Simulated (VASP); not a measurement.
A run of VASP 6.6.1 is set up as follows.

Contents of INCAR:

```
ALGO     = Normal         # electronic algorithm
DIPOL    = 0.5 0.5 0.502
EDIFF    = 1E-7           # SCF threshold, eV
ENCUT    = 520            # plane-wave cutoff, eV
GGA      = CA             # functional
IDIPOL   = 3            
ISIF     = 2              # what is computed and relaxed
ISMEAR   = 0              # smearing method
LASPH    = True           # aspherical terms in the spheres
LCHARG   = True           # write CHGCAR
LDIPOL   = True         
LELF     = True           # ELF
LREAL    = False          # projectors in reciprocal space
LVACPOTAV= True         
LVHAR    = True         
LWAVE    = False          # write WAVECAR
NBANDS   = 31             # bands
NELM     = 60             # most SCF steps
PREC     = Accurate       # precision mode
SIGMA    = 0.1            # smearing width, eV
```

File KPOINTS:

```
k-points
0
Gamma
  7 7 1
```

Contents of POSCAR:

```
TiAl3
1.0
    5.0133158832      0.0000000000      0.0000000000
    2.1650041019      4.5217356605      0.0000000000
    0.0000000000      0.0000000000     18.0080447265
Al Ti
6 2
Direct
    0.5000000000      0.0000000000      0.3887151607
    0.0000000000      0.5000000000      0.3887151607
    0.0000000000      0.0000000000      0.4629050536
    0.0000000000      0.5000000000      0.5417204545
    0.5000000000      0.0000000000      0.5417204545
    0.5000000000      0.5000000000      0.6145987819
    0.5000000000      0.5000000000      0.4629050536
    0.0000000000      0.0000000000      0.6107436274
```

Potentials or basis: VASP PAW LDA potentials, release 64 (Al, Ti_sv).

The run is started by

```bash
$ cat potpaw_LDA.64/Al/POTCAR potpaw_LDA.64/Ti_sv/POTCAR > POTCAR
$ mpirun -np 1 vasp_std > vasp.out
```

Problem. Estimate the largest force.

Solution. 0.625 eV/Å.

Problem. Estimate the band gap on the k mesh.

Solution. Zero (band 21 reaches -0.20 eV, above the bottom of band 22 at -0.65 eV).

Forces in eV/Å, atoms in the order of the input:
```
Al   0.000  0.000  0.573
Al   0.000  0.000  0.573
Al   0.000  0.000 -0.625
Al   0.000  0.000  0.001
Al   0.000  0.000  0.001
Al   0.000  0.000  0.000
Ti   0.000  0.000 -0.536
Ti   0.000  0.000  0.015
```
